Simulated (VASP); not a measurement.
# ScAl3 (P4/mmm) in VASP: single point with PBEsol

Aim: the single point of ScAl3 with PBEsol.

All numbers are computed with VASP 6.6.1; they aren't measurements. Logs are shortened: lines on timing, memory, paths and dates and some standing lists are left out, and cuts for length are marked.

### Step 1. The cell of the first run

Symmetry: P4/mmm, No. 123, tetragonal system. The conventional cell has a = 4.234 Å, b = 4.234 Å, c = 3.974 Å, α = 90.00°, β = 90.00°, γ = 90.00°. Within 3.8 Å of Sc (site symmetry 4/mmm) lie 12 Al at 2.90 to 2.99 Å. Within 3.8 Å of Al (site symmetry mmm) lie 4 Sc at 2.90 Å and 8 Al at 2.90 to 2.99 Å. Within 3.8 Å of Al (site symmetry 4/mmm) lie 8 Al at 2.90 Å and 4 Sc at 2.99 Å.

### Step 2. Single point, PBEsol (biaxial strain in the a-b plane: +4.0 %)

The input, INCAR:

```
  PREC = Accurate
  ENCUT = 520
  EDIFF = 1E-7
  ISMEAR = 0
  SIGMA = 0.1
  LREAL = False
  LASPH = True
  NELM = 100
  ALGO = Fast
  ISIF = 2
  LWAVE = False
  LCHARG = False
  GGA = PS
  NBANDS = 18
```

The input, KPOINTS:

```
regular mesh
0
Gamma
  14 14 14
```

The input, POSCAR:

```
ScAl3
1.0
    4.2341505609      0.0000000000      0.0000000000
    0.0000000000      4.2341505609      0.0000000000
    0.0000000000      0.0000000000      3.9735874495
Sc Al
1 3
Direct
    0.0000000000      0.0000000000      0.0000000000
    0.5000000000      0.0000000000      0.5000000000
    0.0000000000      0.5000000000      0.5000000000
    0.5000000000      0.5000000000      0.0000000000
```

Potentials or basis: VASP PAW PBE potentials, release 64 (Sc_sv, Al).

On the command line:

```bash
$ cat potpaw_PBE.64/Sc_sv/POTCAR potpaw_PBE.64/Al/POTCAR > POTCAR
$ mpirun -np 1 vasp_std > vasp.out
```

OUTCAR:

```text
PREC = Accurate
   ENCUT = 520
   EDIFF = 1E-7
   ISMEAR = 0
   LREAL = False
   LASPH = True
   NELM = 100
   ISIF = 2
   GGA = PS

 ion  position               nearest neighbor table
   1  0.000  0.000  0.000-   2 2.90   3 2.90   2 2.90   3 2.90   3 2.90   3 2.90   2 2.90   2 2.90
                             4 2.99   4 2.99   4 2.99   4 2.99
   2  0.500  0.000  0.500-   1 2.90   4 2.90   1 2.90   4 2.90   4 2.90   4 2.90   1 2.90   1 2.90
                             3 2.99   3 2.99   3 2.99   3 2.99
   3  0.000  0.500  0.500-   1 2.90   4 2.90   1 2.90   4 2.90   1 2.90   1 2.90   4 2.90   4 2.90
                             2 2.99   2 2.99   2 2.99   2 2.99
   4  0.500  0.500  0.000-   2 2.90   3 2.90   2 2.90   3 2.90   2 2.90   2 2.90   3 2.90   3 2.90
                             1 2.99   1 2.99   1 2.99   1 2.99

  LATTYP: Found a simple tetragonal cell.
 ALAT       =     4.2341505609
 C/A-ratio  =     0.9384615385

  Lattice vectors:

 A1 = (   4.2341505609,   0.0000000000,   0.0000000000)
 A2 = (   0.0000000000,   4.2341505609,   0.0000000000)
 A3 = (   0.0000000000,   0.0000000000,   3.9735874495)

Analysis of symmetry for initial positions (statically):
=====================================================================
 Subroutine PRICEL returns:
 Original cell was already a primitive cell.

 Routine SETGRP: Setting up the symmetry group for a
 simple tetragonal supercell.

 Subroutine GETGRP returns: Found 16 space group operations
 (whereof 16 operations were pure point group operations)
 out of a pool of 16 trial point group operations.

The static configuration has the point symmetry D_4h.

Analysis of symmetry for dynamics (positions and initial velocities):
=====================================================================
 Subroutine PRICEL returns:
 Original cell was already a primitive cell.

 Routine SETGRP: Setting up the symmetry group for a
 simple tetragonal supercell.

 Subroutine GETGRP returns: Found 16 space group operations
 (whereof 16 operations were pure point group operations)
 out of a pool of 16 trial point group operations.

The dynamic configuration has the point symmetry D_4h.

 Subroutine INISYM returns: Found 16 space group operations
 (whereof 16 operations are pure point group operations),
 and found     1 'primitive' translations

----------------------------------------------------------------------------------------

                                     Primitive cell

  volume of cell :      71.2386

  direct lattice vectors                    reciprocal lattice vectors
     4.234150561  0.000000000  0.000000000     0.236174880  0.000000000  0.000000000
     0.000000000  4.234150561  0.000000000     0.000000000  0.236174880  0.000000000
     0.000000000  0.000000000  3.973587450     0.000000000  0.000000000  0.251661757

  length of vectors
     4.234150561  4.234150561  3.973587450     0.236174880  0.236174880  0.251661757

  position of ions in fractional coordinates (direct lattice)
     0.000000000  0.000000000  0.000000000
     0.500000000  0.000000000  0.500000000
     0.000000000  0.500000000  0.500000000
     0.500000000  0.500000000  0.000000000

  ion indices of the primitive-cell ions
   primitive index   ion index
                 1           1
                 2           2
                 3           3
                 4           4

----------------------------------------------------------------------------------------

 KPOINTS: regular mesh

Automatic generation of k-mesh.
 Grid dimensions read from file:
 generate k-points for:   14   14   14

 Generating k-lattice:

  Cartesian coordinates                     Fractional coordinates (reciprocal lattice)
     0.016869634  0.000000000  0.000000000     0.071428571  0.000000000  0.000000000
     0.000000000  0.016869634  0.000000000     0.000000000  0.071428571  0.000000000
     0.000000000  0.000000000  0.017975840     0.000000000  0.000000000  0.071428571

  Length of vectors
     0.016869634  0.016869634  0.017975840

  Shift w.r.t. Gamma in fractional coordinates (k-lattice)
     0.000000000  0.000000000  0.000000000

 Subroutine IBZKPT returns following result:
 ===========================================

 Found    288 irreducible k-points:

 Following reciprocal coordinates:
            Coordinates               Weight
  0.000000  0.000000  0.000000      1.000000
  0.071429  0.000000  0.000000      4.000000
  0.142857  0.000000  0.000000      4.000000
  0.214286  0.000000  0.000000      4.000000
  0.285714  0.000000  0.000000      4.000000
  0.357143  0.000000  0.000000      4.000000
[... 16 lines left out ...]
  0.285714  0.214286  0.000000      8.000000
  0.357143  0.214286  0.000000      8.000000
 [... further k-points ...]
   k-points           NKPTS =    288   k-points in BZ     NKDIM =    288   number of bands    NBANDS=     18
   number of dos      NEDOS =    301   number of ions     NIONS =      4
   total plane-waves  NPLWV =  30720
   dimension x,y,z NGX =    32 NGY =   32 NGZ =   30
   dimension x,y,z NGXF=    64 NGYF=   64 NGZF=   60
   ions per type =               1   3
   NGX,Y,Z   is equivalent  to a cutoff of  12.56, 12.56, 12.55 a.u.
   NGXF,Y,Z  is equivalent  to a cutoff of  25.13, 25.13, 25.10 a.u.
 SYSTEM =  unknown system
   PREC   = accura    normal or accurate (medium, high low for compatibility)
   ISTART =      0    job   : 0-new  1-cont  2-samecut
   ICHARG =      2    charge: 1-file 2-atom 10-const
   ISPIN  =      1    spin polarized calculation?
   LNONCOLLINEAR =      F non collinear calculations
   LSORBIT =      F    spin-orbit coupling
   LASPH  =      T    aspherical Exc in radial PAW
   ENCUT  =  520.0 eV  38.22 Ry    6.18 a.u.   7.87  7.87  7.39*2*pi/ulx,y,z
   NELM   =    100;   NELMIN=  2; NELMDL= -5     # of ELM steps
   EDIFF  = 0.1E-06   stopping-criterion for ELM
   LREAL  =      F    real-space projection
   EDIFFG = 0.1E-05   stopping-criterion for IOM
   NSW    =      0    number of steps for IOM
   IBRION =     -1    ionic relax: 0-MD 1-quasi-New 2-CG
   NFREE  =      0    steps in history (QN), initial steepest desc. (CG)
   ISIF   =      2    stress and relaxation
   ISYM   =      2    0-nonsym 1-usesym 2-fastsym
   POTIM  = 0.5000    time-step for ionic-motion
   TEBEG  =    0.0;   TEEND  =   0.0 temperature during run
   PSTRESS=    0.0 pullay stress
   NELECT =      20.0000    total number of electrons
   NUPDOWN=      -1.0000    fix difference up-down
   EMIN   =  10.00;   EMAX   =-10.00  energy-range for DOS
   EFERMI =   0.00;   METHOD = LEGACY
   ISMEAR =     0;   SIGMA  =   0.10  broadening in eV -4-tet -1-fermi 0-gaus
   EFERMI_NEDOS =   21; number of points for ismear=-14 and -15
   IALGO  =     68    algorithm
   IMIX   =      4    mixing-type and parameters
     AMIX     =   0.40;   BMIX     =  1.00
     AMIX_MAG =   1.60;   BMIX_MAG =  1.00
  volume/ion in A,a.u.               =      17.81       120.19
  Fermi-wavevector in a.u.,A,eV,Ry     =   1.071963  2.025716 15.634512  1.149104
  Thomas-Fermi vector in A             =   2.207719
   LORBIT       =      0    0 simple, 1 ext, 2 COOP (PROOUT), +10 PAW based schemes
   GGA     = PS    functional components
   LHFCALC =     F    Hartree Fock is set to
   AEXX    =    0.0000 exact exchange contribution
   IVDW    =     0    specifies the selected vdW correction
   LEPSILON=     F    determine dielectric tensor
   LRPA    =     F    only Hartree local field effects (RPA)
 non-spin polarized calculation
 RMM-DIIS sequential band-by-band and
 Gauss-broadening in eV      SIGMA  =   0.10
  energy-cutoff  :      520.00
  volume of cell :       71.24
 maximum number of plane-waves:      1942
 NGX is ok and might be reduce to    32
   NGX = 15   NGY = 15   NGZ = 15

 number of electron      20.0000006 magnetization

 Free energy of the ion-electron system (eV)
  ---------------------------------------------------
  ext. energy  EPLUGINS =         0.00000000
  ---------------------------------------------------
  free energy    TOTEN  =       -20.64264528 eV

  energy without entropy =      -20.63577589  energy(sigma->0) =      -20.63921058

 E-fermi :   6.8274     XC(G=0): -10.3360

 val. band max:        6.8261927361   @ k =   0.2143   0.0000   0.5000
 cond. band min:       6.8315548858   @ k =   0.2143   0.0000   0.4286
 fundamental gap:      0.0053621497
 Fermi energy:         6.8273608624

 k-point     1 :       0.0000    0.0000    0.0000
  band No.  band energies     occupation
      1     -42.0681      2.00000
      2     -20.8643      2.00000
      3     -20.8643      2.00000
      4     -20.8209      2.00000
      5      -2.9733      2.00000
      6       3.9201      2.00000
[... 10 lines left out ...]
     17      11.7840      0.00000
     18      11.9776      0.00000

 k-point     2 :       0.0714    0.0000    0.0000
  band No.  band energies     occupation
      1     -42.0681      2.00000
      2     -20.8654      2.00000
      3     -20.8642      2.00000
      4     -20.8208      2.00000
      5      -2.9297      2.00000
      6       3.5350      2.00000
[... 10 lines left out ...]
     17      11.7858      0.00000
     18      12.1683      0.00000

 k-point     3 :       0.1429    0.0000    0.0000
  band No.  band energies     occupation
      1     -42.0679      2.00000
      2     -20.8685      2.00000
      3     -20.8640      2.00000
      4     -20.8206      2.00000
      5      -2.7994      2.00000
      6       2.7950      2.00000
[... 10 lines left out ...]
     17      11.7334      0.00000
     18      12.1665      0.00000

 k-point     4 :       0.2143    0.0000    0.0000
  band No.  band energies     occupation
      1     -42.0678      2.00000
      2     -20.8730      2.00000
      3     -20.8637      2.00000
      4     -20.8203      2.00000
      5      -2.5847      2.00000
      6       2.0085      2.00000
[... 375 lines left out ...]
      4     -20.8197      2.00000
      5      -2.2065      2.00000
      6       2.1502      2.00000
[... 10 lines left out ...]
     17      11.5822      0.00000
     18      11.8159      0.00000

 k-point    23 :       0.2857    0.2143    0.0000
  band No.  band energies     occupation
      1     -42.0673      2.00000
      2     -20.8770      2.00000
      3     -20.8716      2.00000
      4     -20.8194      2.00000
      5      -1.9202      2.00000
      6       1.5574      2.00000
[... 10 lines left out ...]
     17      11.1383      0.00000
     18      12.2939      0.00000

 k-point    24 :       0.3571    0.2143    0.0000
  band No.  band energies     occupation
      1     -42.0672      2.00000
      2     -20.8813      2.00000
      3     -20.8712      2.00000
      4     -20.8191      2.00000
      5      -1.5669      2.00000
      6       0.8744      2.00000
[... 10 lines left out ...]
     17      11.3323      0.00000
     18      12.2415      0.00000

 [... further k-points ...]

------------------------ aborting loop because EDIFF is reached ----------------------------------------

  FORCE on cell =-STRESS in cart. coord.  units (eV):
  Direction    XX          YY          ZZ          XY          YZ          ZX
  --------------------------------------------------------------------------------------
  -------------------------------------------------------------------------------------
  Total       -2.9493505     -2.9493505      0.4475813      0.0000000      0.0000000      0.0000000
  in kB      -66.3317726    -66.3317726     10.0662380      0.0000000      0.0000000      0.0000000
  external PRESSURE =     -40.8657691 kB  Pullay stress =       0.0000000 kB

 VOLUME and BASIS-vectors are now :
 -----------------------------------------------------------------------------
  energy-cutoff  :      520.00
  volume of cell :       71.24
      direct lattice vectors                 reciprocal lattice vectors
     4.234150561  0.000000000  0.000000000     0.236174880  0.000000000  0.000000000
     0.000000000  4.234150561  0.000000000     0.000000000  0.236174880  0.000000000
     0.000000000  0.000000000  3.973587450     0.000000000  0.000000000  0.251661757

 POSITION                                       TOTAL-FORCE (eV/Angst)
 -----------------------------------------------------------------------------------
      0.00000      0.00000      0.00000         0.000000      0.000000      0.000000
      2.11708      0.00000      1.98679         0.000000      0.000000      0.000000
      0.00000      2.11708      1.98679         0.000000      0.000000      0.000000
      2.11708      2.11708      0.00000         0.000000      0.000000      0.000000
 -----------------------------------------------------------------------------------
    total drift:                               -0.000000      0.000000      0.000000

  FREE ENERGIE OF THE ION-ELECTRON SYSTEM (eV)
  ---------------------------------------------------
  free  energy   TOTEN  =       -20.6426452784 eV

  energy  without entropy=      -20.6357758876  energy(sigma->0) =      -20.63921058
```

It took 5.8 min on 1 thread of Intel Xeon Platinum 8488C (Sapphire Rapids), shared host; peak memory 0.44 GiB.

Results:

```yaml
Free_energy: -20.6426 eV
Pressure: -4.1 GPa
Band_gap_on_the_k_mesh: zero (bands 10 and 11 overlap by 3.53 eV)
```

Levels at points of the mesh, in eV from the Fermi level:
| k point | band 7 | band 8 | band 9 | band 10 | band 11 | band 12 | band 13 | band 14 |
| --- | --- | --- | --- | --- | --- | --- | --- | --- |
| (0.00, 0.00, 0.00) | -2.29 | -2.05 | -2.05 | -1.17 | 1.13 | 1.22 | 1.36 | 1.36 |
| (0.50, 0.00, 0.00) | -1.90 | -1.35 | -1.21 | 0.43 | 0.68 | 1.48 | 1.62 | 1.76 |
| (0.50, 0.50, 0.00) | -5.73 | -4.27 | -0.21 | -0.21 | 1.62 | 1.79 | 1.80 | 2.14 |
| (0.00, 0.00, 0.50) | -1.78 | -1.78 | -1.53 | 0.43 | 0.77 | 0.77 | 1.28 | 1.55 |
| (0.50, 0.00, 0.50) | -5.37 | -4.25 | -0.72 | -0.55 | 1.04 | 1.06 | 1.92 | 2.64 |
| (0.50, 0.50, 0.50) | -4.67 | -4.31 | -2.97 | -2.97 | -2.72 | 0.79 | 2.32 | 2.72 |

Caveat: the cell differs from its parent crystal (biaxial strain in the a-b plane: +4.0 %); the stress differs along the axes, from -7 to 1 GPa; the PAW data sets were made with another functional, which shifts forces and pressure a little.
